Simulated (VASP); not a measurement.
Write the native input for VASP 6.6.1 that does the following.

```
Task                   : single point
Functional             : BLYP
Dispersion             : D4
Potentials or basis    : VASP PAW PBE potentials, release 64 (Sn_d, Al)
Cutoff                 : 520 eV
k mesh                 : 7 × 7 × 8
Occupations            : fermi-dirac, width 0.05 eV
Spin                   : no spin polarisation
Dipole correction      : no
Further INCAR settings : ALGO = Fast; EDIFF = 1e-06; NBANDS = 16
```

The structure of AlSn lies in POSCAR:

```
AlSn
1.0
    4.1712602351      0.0000000000      0.0000000000
   -2.0856301175      3.6124173294      0.0000000000
    0.0000000000      0.0000000000      3.3178081037
Sn Al
1 1
Direct
    0.3333333333      0.6666666667      0.5000000000
    0.0000000000      0.0000000000      0.0000000000
```

One way to write it, as run:

INCAR

```
PREC = Accurate
ENCUT = 520
EDIFF = 1E-6
ISMEAR = -1
SIGMA = 0.05
LREAL = False
LASPH = True
NELM = 100
ALGO = Fast
ISIF = 2
LWAVE = False
LCHARG = False
GGA = B5
ALDAX = 1.0
AGGAX = 1.0
AGGAC = 1.0
ALDAC = 0.0
IVDW = 13
VDW_S6 = 1.0
VDW_S8 = 2.34076671
VDW_A1 = 0.44488865
VDW_A2 = 4.0933009
NBANDS = 16
```

KPOINTS

```
regular mesh
0
Gamma
  7 7 8
```

Potentials or basis: VASP PAW PBE potentials, release 64 (Sn_d, Al).

Command:

```bash
$ cat potpaw_PBE.64/Sn_d/POTCAR potpaw_PBE.64/Al/POTCAR > POTCAR
$ mpirun -np 1 vasp_std > vasp.out
```

It gave:

The pressure is 0.0 GPa, the band gap on the k mesh is zero (an odd number of electrons rules out a gap without spin polarisation) and the dispersion energy per atom is -0.626 eV.

Caveat: the PAW data sets were made with another functional, which shifts forces and pressure a little; spin-orbit coupling is left out, which moves the levels of the heavy elements.

Wall time 46 s on 1 thread of Intel Xeon 8259CL (shared host), peak memory 0.19 GiB.
